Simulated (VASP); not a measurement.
Write the native input for VASP 6.6.1 that does the following.

```yaml
Task: single point
Functional: PBE
Potentials_or_basis: VASP PAW PBE potentials, release 64 (Li_sv, F)
Cutoff: 520 eV
k_mesh: 4 × 4 × 6
Occupations: gaussian, width 0.1 eV
Spin: no spin polarisation
Dipole_correction: no
Further_INCAR_settings: ALGO = Normal; EDIFF = 1e-06; NBANDS = 30
```

The structure of LiF lies in POSCAR:

```
LiF
1.0
    5.5790252042      0.0000000000      0.0000000000
    0.0000000000      5.5790252042      0.0000000000
    0.0000000000      0.0000000000      2.9313252982
Li F
4 4
Direct
    0.1015593284      0.3338355591      0.2459105165
    0.8984406716      0.6661644409      0.7459105165
    0.6661644409      0.1015593284      0.9959105165
    0.3338355591      0.8984406716      0.4959105165
    0.3267898527      0.1234768005      0.0040894835
    0.6732101473      0.8765231995      0.5040894835
    0.8765231995      0.3267898527      0.7540894835
    0.1234768005      0.6732101473      0.2540894835
```

The cell was generated, and may not be a known phase.

One way to write it, as run:

INCAR

```
SYSTEM = LiF
PREC = Accurate
ENCUT = 520
EDIFF = 1E-6
ISMEAR = 0
SIGMA = 0.1
LREAL = .FALSE.
LASPH = .TRUE.
NELM = 60
ALGO = Normal
ISIF = 2
LWAVE = .FALSE.
LCHARG = .TRUE.
GGA = PE
LELF = .TRUE.
LVHAR = .TRUE.
NBANDS = 30
```

KPOINTS

```
regular mesh
0
G
  4 4 6
  0 0 0
```

Potentials or basis: VASP PAW PBE potentials, release 64 (Li_sv, F).

Run with:

```console
$ cat potpaw_PBE.64/Li_sv/POTCAR potpaw_PBE.64/F/POTCAR > POTCAR
$ mpirun -np 1 vasp_std > vasp.out
```

Results of the run:

```json
{
  "Largest force": "0.009 eV/Å",
  "Band gap on the k mesh": "7.00 eV"
}
```

Wall time 45 s on 1 thread of AMD EPYC 7R13 Processor (Zen 3) (shared host), peak memory 0.18 GiB.
